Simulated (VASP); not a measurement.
A run of VASP 6.6.1:

The input INCAR:

```
SYSTEM = Sb
ALGO = Normal
EDIFF = 1E-7
ENCUT = 520
GGA = PS
ISIF = 2
ISMEAR = 0
LASPH = .True.
LCHARG = .False.
LREAL = .False.
LWAVE = .False.
NBANDS = 8
NELM = 80
PREC = Accurate
SIGMA = 0.15
```

File KPOINTS:

```
k-points
0
Gamma
  16 16 16
  0 0 0
```

The input POSCAR:

```
Sb
1.0
    3.2031737935      0.3851323329      0.3851323329
    0.3851323329      3.2031737935      0.3851323329
    0.3851323329      0.3851323329      3.2031737935
Sb
1
Direct
    0.0000000000      0.0000000000      0.0000000000
```

Potentials or basis: VASP PAW PBE potentials, release 64 (Sb).

Command:

```bash
$ cat potpaw_PBE.64/Sb/POTCAR > POTCAR
$ mpirun -np 1 vasp_std > vasp.out
```

Hardware: 1 thread of AMD EPYC 9R45 96-Core Processor (Zen 5), on a shared host.

Q: Estimate the wall time of this run.

A: Wall time 24 s on 1 thread of AMD EPYC 9R45 96-Core Processor (Zen 5), with other jobs on the host, peak memory 0.19 GiB. Counts: scf iterations 9, k points 417.
